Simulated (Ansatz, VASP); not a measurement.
Two plane-wave programs on MoSe

```
CELL_PARAMETERS angstrom
4.02101 0.00000 0.00000
-2.01051 3.48230 0.00000
0.00000 0.00000 6.81577
ATOMIC_POSITIONS crystal
Mo 0.00000 0.00000 0.00000
Mo 0.00000 0.00000 0.50000
Se 0.33333 0.66667 0.25000
Se 0.66667 0.33333 0.75000
```

Alike in both runs: task single point; functional PBE; k mesh 12 × 12 × 6; occupations gaussian, width 0.1 eV; no spin polarisation; Hubbard terms Mo d U = 4.38 eV.

|  | VASP | Ansatz |
| --- | --- | --- |
| version | VASP 6.6.1 | Ansatz 0.2.0 |
| potentials or method | VASP PAW PBE potentials, release 64 (Mo_sv, Se), cutoff 520 eV | scalar-relativistic, plane waves, PAW |
| valence electrons in the cell | 40 | 60 |

```csv
,VASP,Ansatz,Ansatz less VASP
gap on the k mesh at the Fermi level (eV),none,none,-
pressure (GPa),-13.2,-10.8,+2.48
"traceless stress, the component that is largest in VASP (GPa)",0.33,0.35,+0.021
```

The programs project onto different local orbitals, so the same U acts differently, and such runs can settle in different states. A gap of «none» marks a metal or a gap that the smearing closes. VASP's potentials hold 40 valence electrons a cell and Ansatz's 60, so a difference there can come from the potentials and not from the codes. Ansatz's warnings: filled band counts differ across k points.
